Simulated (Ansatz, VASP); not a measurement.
## Two plane-wave programs on BiH2

```
CELL_PARAMETERS angstrom
4.93835 0.00000 0.00000
0.00000 5.20539 0.00000
0.00000 0.00000 3.67330
ATOMIC_POSITIONS crystal
Bi 0.00000 0.00000 0.00000
Bi 0.50000 0.50000 0.50000
H 0.28921 0.30469 0.00000
H 0.71079 0.69531 0.00000
H 0.78921 0.19531 0.50000
H 0.21079 0.80469 0.50000
```

Alike in both runs: functional PBE; k mesh 4 × 4 × 6; occupations gaussian, width 0.1 eV; no spin polarisation.

Ansatz relaxed the structure, and its values are those at the end. VASP's run is a single point on that final structure, the one shown.

```csv
,VASP,Ansatz
version,VASP 6.6.1,Ansatz 0.2.0
potentials or method,"VASP PAW PBE potentials, release 64 (Bi_d, H), cutoff 520 eV","scalar-relativistic, plane waves, PAW"
valence electrons in the cell,34,34
```

|  | VASP | Ansatz | Ansatz less VASP |
| --- | --- | --- | --- |
| gap on the k mesh at the Fermi level (eV) | none | none | - |
| pressure (GPa) | 0.1 | 0.2 | +0.11 |
| rms of the force components (eV/Å) | 0.006 | 0.006 | -0.0003 |

A gap of «none» marks a metal or a gap that the smearing closes.

Spin-orbit coupling is off throughout.
